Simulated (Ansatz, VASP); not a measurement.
**Co in VASP and in Ansatz**

```
Co
1.0
     2.42738    0.00000    0.00000
    -1.21369    2.10217    0.00000
     0.00000    0.00000    3.92305
Co
2
Cartesian
  0.0000 1.4014 0.9808
  1.2137 0.7007 2.9423
```

Alike in both runs: task single point; functional LDA; k mesh 15 × 15 × 8; occupations gaussian, width 0.01 eV; collinear spin.

|  | VASP | Ansatz |
| --- | --- | --- |
| version | VASP 6.6.1 | Ansatz 0.2.0 |
| potentials or method | VASP PAW LDA potentials, release 64 (Co), cutoff 520 eV | plane waves (420 eV) with PAW, scalar-relativistic |
| valence electrons in the cell | 18 | 34 |

Ansatz gave:

* pressure (GPa): 0.5
* traceless stress, the component that is largest in VASP (GPa): -0.65
* net moment per atom (μB): 1.54
* size of the moment on the site where the two differ most (μB): 1.58

Question: What did VASP give for the same quantities?

Answer: Pressure (GPa): -0.8; traceless stress, the component that is largest in VASP (GPa): -0.86; net moment per atom (μB): 1.51; size of the moment on the site where the two differ most (μB): 1.50.

Ansatz warns that its potentials were made for another functional, while VASP's fit it. LDA's correlation is that of Perdew and Zunger in VASP and of Perdew and Wang (1992) in Ansatz. Site moments also hang on the region over which each program counts them. VASP's potentials hold 18 valence electrons a cell and Ansatz's 34, so a difference there can come from the potentials and not from the codes.
